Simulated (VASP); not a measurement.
# Si11O24 (a cell with a defect) in VASP: single point with LDA

Aim: the single point of Si11O24 (a cell with a defect) with LDA.

All numbers are computed with VASP 6.6.1; they aren't measurements. Logs are shortened: lines on timing, memory, paths and dates and some standing lists are left out, and cuts for length are marked.

### 1 The cell of the first run

The cell holds a defect, 35 atoms: a = 7.400 Å, b = 7.400 Å, c = 9.995 Å, α = 70.26°, β = 70.26°, γ = 71.59°.

### 2 Single point, LDA

Input file INCAR:

```
PREC = Accurate
ENCUT = 520
EDIFF = 1E-6
ISMEAR = 0
SIGMA = 0.05
LREAL = Auto
LASPH = True
NELM = 120
ALGO = Normal
ISIF = 2
LWAVE = False
LCHARG = False
GGA = CA
NELECT = 190.0
NBANDS = 117
GGA_COMPAT = False
```

Input file KPOINTS:

```
Automatic mesh
0
Gamma
  2 2 2
```

Input file POSCAR:

```
Si11O24
1.0
   -2.4986500000      4.3277890000      5.4572000000
    4.9973000000      0.0000000000      5.4572000000
    4.9973000000      8.6555780000      0.0000000000
Si O
11 24
Direct
    0.7765818404      0.2321360804      0.1079256566
    0.1730914181      0.1650341568      0.1717368495
    0.5785819026      0.0787851616      0.9459042404
    0.7620835912      0.2469779099      0.6114350912
    0.1769488050      0.1678981707      0.6668707374
    0.5837952537      0.0984037153      0.4368209814
    0.6348758504      0.6651570629      0.4266721549
    0.0270731441      0.5885840161      0.2268162445
    0.2423727908      0.7521044161      0.9032111788
    0.6914229195      0.6601727344      0.8949749801
    0.1115068055      0.5885068971      0.7099074791
    0.9904796285      0.1239650257      0.1306448776
    0.3505188214      0.1510695127      0.0155435024
    0.1218871829      0.7474999044      0.0701046067
    0.2436576780      1.0355843892      0.3092506479
    0.0881418106      0.4003880681      0.1592448793
    0.7206806979      0.1266694435      0.0145862050
    0.9835217588      0.1664041134      0.6292007542
    0.3637255393      0.1689568642      0.5289041060
    0.2791222799      0.6987648001      0.5768073081
    0.2157896809      0.9773319694      0.8016929153
    0.1461089004      0.3595534907      0.7220654396
    0.7310643030      0.1448895852      0.5042067160
    0.4063401769      0.6421185024      0.4450412537
    0.7735298617      0.6516932030      0.2648507270
    0.6170317878      0.2204357304      0.2666661899
    0.7064767207      0.4825766151      0.5575031993
    0.6292381235      0.8645482455      0.4612108012
    0.0826546978      0.5705966143      0.3669239219
    0.4814914870      0.6627679247      0.8751228759
    0.8696393741      0.6745377229      0.7417839169
    0.6156132467      0.1881709174      0.7721483685
    0.7578591528      0.4606636070      0.0135171197
    0.6541269288      0.8447884364      0.9583373801
    0.1582818389      0.6248587932      0.8441453943
```

Potentials or basis: VASP PAW LDA potentials, release 64 (Si, O).

On the command line:

```sh
$ cat potpaw_LDA.64/Si/POTCAR potpaw_LDA.64/O/POTCAR > POTCAR
$ mpirun -np 1 vasp_std > vasp.out
```

OUTCAR:

```text
PREC = Accurate
   ENCUT = 520
   EDIFF = 1E-6
   ISMEAR = 0
   LREAL = Auto
   LASPH = True
   NELM = 120
   ISIF = 2
   GGA = CA
   NELECT = 190.0

 ion  position               nearest neighbor table
   1  0.777  0.232  0.108-  12 1.59  17 1.61  26 1.62  33 1.62   6 3.06   2 3.06
   2  0.173  0.165  0.172-  15 1.54  16 1.63  12 1.67  13 1.68   1 3.06   3 3.11
   3  0.579  0.079  0.946-  13 1.58  17 1.61  32 1.62  34 1.62   2 3.11  10 3.11   4 3.12
   4  0.762  0.247  0.611-  27 1.60  18 1.61  32 1.61  23 1.61   7 3.06   3 3.12   6 3.12   5 3.14

   5  0.177  0.168  0.667-  19 1.59  18 1.60  22 1.61  21 1.62   6 3.12   4 3.14
   6  0.584  0.098  0.437-  19 1.60  28 1.60  26 1.61  23 1.63   1 3.06   5 3.12   4 3.12   7 3.14

   7  0.635  0.665  0.427-  28 1.61  25 1.61  27 1.62  24 1.70  20 2.53   8 2.92   4 3.06   6 3.14

   8  0.027  0.589  0.227-  29 1.54  16 1.62  14 1.69  25 1.72   7 2.92   9 3.09
   9  0.242  0.752  0.903-  14 1.60  35 1.62  21 1.62  30 1.64   8 3.09  11 3.12
  10  0.691  0.660  0.895-  34 1.60  33 1.61  30 1.62  31 1.65  11 3.02   3 3.11
  11  0.112  0.589  0.710-  22 1.60  35 1.62  31 1.66  20 1.66  10 3.02   9 3.12
  12  0.990  0.124  0.131-   1 1.59   2 1.67
  13  0.351  0.151  0.016-   3 1.58   2 1.68
  14  0.122  0.747  0.070-   9 1.60   8 1.69
  15  0.244  0.036  0.309-   2 1.54
  16  0.088  0.400  0.159-   8 1.62   2 1.63
  17  0.721  0.127  0.015-   3 1.61   1 1.61
  18  0.984  0.166  0.629-   5 1.60   4 1.61
  19  0.364  0.169  0.529-   5 1.59   6 1.60
  20  0.279  0.699  0.577-  24 1.44  11 1.66   7 2.53
  21  0.216  0.977  0.802-   5 1.62   9 1.62
  22  0.146  0.360  0.722-  11 1.60   5 1.61
  23  0.731  0.145  0.504-   4 1.61   6 1.63
  24  0.406  0.642  0.445-  20 1.44   7 1.70
  25  0.774  0.652  0.265-   7 1.61   8 1.72
  26  0.617  0.220  0.267-   6 1.61   1 1.62
  27  0.706  0.483  0.558-   4 1.60   7 1.62
  28  0.629  0.865  0.461-   6 1.60   7 1.61
  29  0.083  0.571  0.367-   8 1.54
  30  0.481  0.663  0.875-  10 1.62   9 1.64
  31  0.870  0.675  0.742-  10 1.65  11 1.66
  32  0.616  0.188  0.772-   4 1.61   3 1.62
  33  0.758  0.461  0.014-  10 1.61   1 1.62
  34  0.654  0.845  0.958-  10 1.60   3 1.62
  35  0.158  0.625  0.844-  11 1.62   9 1.62

  LATTYP: Found a base centered monoclinic cell.
 ALAT       =    12.0040466848
 B/A-ratio  =     0.7210549786
 C/A-ratio  =     0.8326025960
 COS(beta)  =    -0.4163012980

  Lattice vectors:

 A1 = (   2.4986500000,  -4.3277890000,  -5.4572000000)
 A2 = (  -4.9973000000,   0.0000000000,  -5.4572000000)
 A3 = (   4.9973000000,   8.6555780000,   0.0000000000)

Analysis of symmetry for initial positions (statically):
=====================================================================
 Subroutine PRICEL returns:
 Original cell was already a primitive cell.

 Routine SETGRP: Setting up the symmetry group for a
 base centered monoclinic supercell.

 Subroutine GETGRP returns: Found  1 space group operations
 (whereof  1 operations were pure point group operations)
 out of a pool of  4 trial point group operations.

The static configuration has the point symmetry C_1 .

Analysis of symmetry for dynamics (positions and initial velocities):
=====================================================================
 Subroutine PRICEL returns:
 Original cell was already a primitive cell.

 Routine SETGRP: Setting up the symmetry group for a
 base centered monoclinic supercell.

 Subroutine GETGRP returns: Found  1 space group operations
 (whereof  1 operations were pure point group operations)
 out of a pool of  4 trial point group operations.

The dynamic configuration has the point symmetry C_1 .

 Subroutine INISYM returns: Found  1 space group operations
 (whereof  1 operations are pure point group operations),
 and found     1 'primitive' translations

----------------------------------------------------------------------------------------

                                     Primitive cell

  volume of cell :     472.0971

  direct lattice vectors                    reciprocal lattice vectors
    -2.498650000  4.327789000  5.457200000    -0.100054029  0.057766217  0.091622077
     4.997300000  0.000000000  5.457200000     0.100054029 -0.057766217  0.091622077
     4.997300000  8.655578000  0.000000000     0.050027015  0.086649326 -0.045811039

  length of vectors
     7.399597374  7.399597228  9.994600432     0.147452873  0.147452873  0.110042988

  position of ions in fractional coordinates (direct lattice)
     0.776581840  0.232136080  0.107925657
     0.173091418  0.165034157  0.171736850
     0.578581903  0.078785162  0.945904240
     0.762083591  0.246977910  0.611435091
     0.176948805  0.167898171  0.666870737
     0.583795254  0.098403715  0.436820981
[... 27 lines left out ...]
     0.654126929  0.844788436  0.958337380
     0.158281839  0.624858793  0.844145394

  ion indices of the primitive-cell ions
   primitive index   ion index
                 1           1
                 2           2
                 3           3
                 4           4
                 5           5
                 6           6
[... 27 lines left out ...]
                34          34
                35          35

----------------------------------------------------------------------------------------

 KPOINTS: Automatic mesh

Automatic generation of k-mesh.
 Grid dimensions read from file:
 generate k-points for:    2    2    2

 Generating k-lattice:

  Cartesian coordinates                     Fractional coordinates (reciprocal lattice)
    -0.050027015  0.028883109  0.045811039     0.500000000  0.000000000  0.000000000
     0.050027015 -0.028883109  0.045811039     0.000000000  0.500000000  0.000000000
     0.025013507  0.043324663 -0.022905519     0.000000000  0.000000000  0.500000000

  Length of vectors
     0.073726436  0.073726436  0.055021494

  Shift w.r.t. Gamma in fractional coordinates (k-lattice)
     0.000000000  0.000000000  0.000000000

 Subroutine IBZKPT returns following result:
 ===========================================

 Found      8 irreducible k-points:

 Following reciprocal coordinates:
            Coordinates               Weight
  0.000000  0.000000  0.000000      1.000000
  0.500000  0.000000 -0.000000      1.000000
  0.000000  0.500000  0.000000      1.000000
  0.500000  0.500000  0.000000      1.000000
  0.000000  0.000000  0.500000      1.000000
  0.500000  0.000000  0.500000      1.000000
  0.000000  0.500000  0.500000      1.000000
  0.500000  0.500000  0.500000      1.000000
   k-points           NKPTS =      8   k-points in BZ     NKDIM =      8   number of bands    NBANDS=    117
   number of dos      NEDOS =    301   number of ions     NIONS =     35
   total plane-waves  NPLWV = 250880
   dimension x,y,z NGX =    56 NGY =   56 NGZ =   80
   dimension x,y,z NGXF=   112 NGYF=  112 NGZF=  160
   ions per type =              11  24
   NGX,Y,Z   is equivalent  to a cutoff of  12.58, 12.58, 13.31 a.u.
   NGXF,Y,Z  is equivalent  to a cutoff of  25.16, 25.16, 26.61 a.u.
 SYSTEM =  unknown system
   PREC   = accura    normal or accurate (medium, high low for compatibility)
   ISTART =      0    job   : 0-new  1-cont  2-samecut
   ICHARG =      2    charge: 1-file 2-atom 10-const
   ISPIN  =      1    spin polarized calculation?
   LNONCOLLINEAR =      F non collinear calculations
   LSORBIT =      F    spin-orbit coupling
   LASPH  =      T    aspherical Exc in radial PAW
   ENCUT  =  520.0 eV  38.22 Ry    6.18 a.u.  13.76 13.76 18.58*2*pi/ulx,y,z
   NELM   =    120;   NELMIN=  2; NELMDL= -5     # of ELM steps
   EDIFF  = 0.1E-05   stopping-criterion for ELM
   LREAL  =      T    real-space projection
   EDIFFG = 0.1E-04   stopping-criterion for IOM
   NSW    =      0    number of steps for IOM
   IBRION =     -1    ionic relax: 0-MD 1-quasi-New 2-CG
   NFREE  =      0    steps in history (QN), initial steepest desc. (CG)
   ISIF   =      2    stress and relaxation
   ISYM   =      2    0-nonsym 1-usesym 2-fastsym
   POTIM  = 0.5000    time-step for ionic-motion
   TEBEG  =    0.0;   TEEND  =   0.0 temperature during run
   PSTRESS=    0.0 pullay stress
   NELECT =     190.0000    total number of electrons
   NUPDOWN=      -1.0000    fix difference up-down
   EMIN   =  10.00;   EMAX   =-10.00  energy-range for DOS
   EFERMI =   0.00;   METHOD = LEGACY
   ISMEAR =     0;   SIGMA  =   0.05  broadening in eV -4-tet -1-fermi 0-gaus
   EFERMI_NEDOS =   21; number of points for ismear=-14 and -15
   IALGO  =     38    algorithm
   IMIX   =      4    mixing-type and parameters
     AMIX     =   0.40;   BMIX     =  1.00
     AMIX_MAG =   1.60;   BMIX_MAG =  1.00
  volume/ion in A,a.u.               =      13.49        91.02
  Fermi-wavevector in a.u.,A,eV,Ry     =   1.208692  2.284096 19.877239  1.460936
  Thomas-Fermi vector in A             =   2.344292
   LORBIT       =      0    0 simple, 1 ext, 2 COOP (PROOUT), +10 PAW based schemes
   GGA     = CA    functional components
   LHFCALC =     F    Hartree Fock is set to
   AEXX    =    0.0000 exact exchange contribution
   IVDW    =     0    specifies the selected vdW correction
   LEPSILON=     F    determine dielectric tensor
   LRPA    =     F    only Hartree local field effects (RPA)
 non-spin polarized calculation
 Gauss-broadening in eV      SIGMA  =   0.05
  energy-cutoff  :      520.00
  volume of cell :      472.10
 maximum number of plane-waves:     12754
 NGX is ok and might be reduce to    56
   NGX = 27   NGY = 27   NGZ = 37

 number of electron     190.0000000 magnetization

 Free energy of the ion-electron system (eV)
  ---------------------------------------------------
  ext. energy  EPLUGINS =         0.00000000
  ---------------------------------------------------
  free energy    TOTEN  =      -286.43460438 eV

  energy without entropy =     -286.43460438  energy(sigma->0) =     -286.43460438

 E-fermi :   2.6095     XC(G=0):  -9.4798

 val. band max:        2.3519758115   @ k =   0.5000   0.5000   0.5000
 cond. band min:       4.8955722204   @ k =   0.0000   0.0000   0.5000
 fundamental gap:      2.5435964088
 Fermi energy:         2.6094518375

 k-point     1 :       0.0000    0.0000    0.0000
  band No.  band energies     occupation
      1     -20.4467      2.00000
      2     -19.3397      2.00000
      3     -18.9484      2.00000
      4     -18.8415      2.00000
      5     -18.4846      2.00000
      6     -18.2662      2.00000
[... 99 lines left out ...]
    106       8.9748      0.00000
    107       9.0562      0.00000

 k-point     2 :       0.5000    0.0000   -0.0000
  band No.  band energies     occupation
      1     -20.4428      2.00000
      2     -19.1954      2.00000
      3     -19.0604      2.00000
      4     -18.8280      2.00000
      5     -18.5954      2.00000
      6     -18.3753      2.00000
[... 652 lines left out ...]
 k-point     8 :       0.5000    0.5000    0.5000
  band No.  band energies     occupation
      1     -20.4396      2.00000
      2     -19.0967      2.00000
      3     -18.9825      2.00000
      4     -18.7724      2.00000
      5     -18.7119      2.00000
      6     -18.6713      2.00000
[... 99 lines left out ...]
    106       8.7487      0.00000
    107       8.9236      0.00000
 [bands above 107 left out]

------------------------ aborting loop because EDIFF is reached ----------------------------------------

  FORCE on cell =-STRESS in cart. coord.  units (eV):
  Direction    XX          YY          ZZ          XY          YZ          ZX
  --------------------------------------------------------------------------------------
  -------------------------------------------------------------------------------------
  Total        7.7213189      9.4139335      4.6744780      0.0990573     -0.1340942      7.9386139
  in kB       26.2041884     31.9484906     15.8639869      0.3361754     -0.4550817     26.9416321
  external PRESSURE =      24.6722220 kB  Pullay stress =       0.0000000 kB

 VOLUME and BASIS-vectors are now :
 -----------------------------------------------------------------------------
  energy-cutoff  :      520.00
  volume of cell :      472.10
      direct lattice vectors                 reciprocal lattice vectors
    -2.498650000  4.327789000  5.457200000    -0.100054029  0.057766217  0.091622077
     4.997300000  0.000000000  5.457200000     0.100054029 -0.057766217  0.091622077
     4.997300000  8.655578000  0.000000000     0.050027015  0.086649326 -0.045811039

 POSITION                                       TOTAL-FORCE (eV/Angst)
 -----------------------------------------------------------------------------------
     -0.24102      4.29504      5.50478         0.007760     -0.026942     -0.003203
      1.25045      2.23558      1.84522        -0.014798     -0.161786      0.015507
      3.67501     10.69133      3.58738        -0.021547      0.010055      0.000443
      2.38557      8.59046      5.50665        -0.036619      0.014709      0.017393
      3.72946      6.53795      1.88190        -0.007744     -0.000078      0.021585
      1.21598      6.30748      3.72290         0.024597      0.000416     -0.009173
[... 27 lines left out ...]
      7.37633     11.12589      8.17988         0.006536      0.002937      0.024181
      6.94556      7.99158      4.27376         0.016680      0.009990     -0.000754
 -----------------------------------------------------------------------------------
    total drift:                                0.008970      0.008944     -0.012896

  FREE ENERGIE OF THE ION-ELECTRON SYSTEM (eV)
  ---------------------------------------------------
  free  energy   TOTEN  =      -286.4346043834 eV

  energy  without entropy=     -286.4346043834  energy(sigma->0) =     -286.43460438
```

It took 26 min on 1 thread of Intel Xeon 8259CL, shared host; peak memory 0.57 GiB.

Results:

```
Free energy   : -286.4346 eV
Largest force : 0.316 eV/Å
```

Forces in eV/Å, atoms in the order of the input:
```
Si   0.008 -0.027 -0.003
Si  -0.015 -0.162  0.016
Si  -0.022  0.010  0.000
Si  -0.037  0.015  0.017
Si  -0.008  0.000  0.022
Si   0.025  0.000 -0.009
Si   0.033  0.012  0.012
Si  -0.019 -0.148  0.012
Si  -0.019 -0.011  0.019
Si  -0.017  0.003 -0.015
Si  -0.002 -0.017 -0.002
O   -0.036  0.050  0.032
O    0.047 -0.005 -0.032
O    0.046  0.056 -0.035
O   -0.018  0.213 -0.043
O   -0.016 -0.020 -0.009
O    0.015 -0.010 -0.001
O    0.010  0.003 -0.019
O   -0.009  0.003  0.000
O    0.262  0.108 -0.069
O   -0.007  0.001 -0.014
O   -0.002  0.004 -0.012
O   -0.005 -0.014  0.014
O   -0.265 -0.164  0.055
O   -0.047 -0.043  0.028
O   -0.007 -0.016  0.014
O    0.011  0.013  0.007
O    0.000 -0.009 -0.008
O    0.069  0.181  0.021
O   -0.003 -0.017  0.002
O    0.005 -0.034  0.002
O    0.002  0.001 -0.013
O    0.000  0.008 -0.009
O    0.007  0.003  0.024
O    0.017  0.010 -0.001
```

Caveat: the k points lie up to 0.46 Å⁻¹ apart; the cell carries a net charge on a neutralising background, which shifts energy and pressure; the cell is charged against a uniform background, so pressure and absolute levels hang on convention.
